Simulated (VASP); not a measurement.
Input of a VASP 6.6.1 run:

Contents of INCAR:

```
SYSTEM = Y
PREC = Accurate
ENCUT = 520
EDIFF = 1E-7
ISMEAR = 0
SIGMA = 0.05
LREAL = .FALSE.
LASPH = .TRUE.
NELM = 80
ALGO = Normal
ISIF = 2
LWAVE = .FALSE.
LCHARG = .FALSE.
GGA = PE
NBANDS = 12
```

KPOINTS

```
regular mesh
0
G
  6 6 6
  0 0 0
```

File POSCAR:

```
Y
1.0
    0.0000000000      2.5429281702      2.5429281702
    2.5429281702      0.0000000000      2.5429281702
    2.5429281702      2.5429281702      0.0000000000
Y
1
Direct
    0.0000000000      0.0000000000      0.0000000000
```

Potentials or basis: VASP PAW PBE potentials, release 64 (Y_sv).

Launch:

```bash
$ cat potpaw_PBE.64/Y_sv/POTCAR > POTCAR
$ mpirun -np 1 vasp_std > vasp.out
```

Task: What does it give for the pressure?

Result: -0.8 GPa.
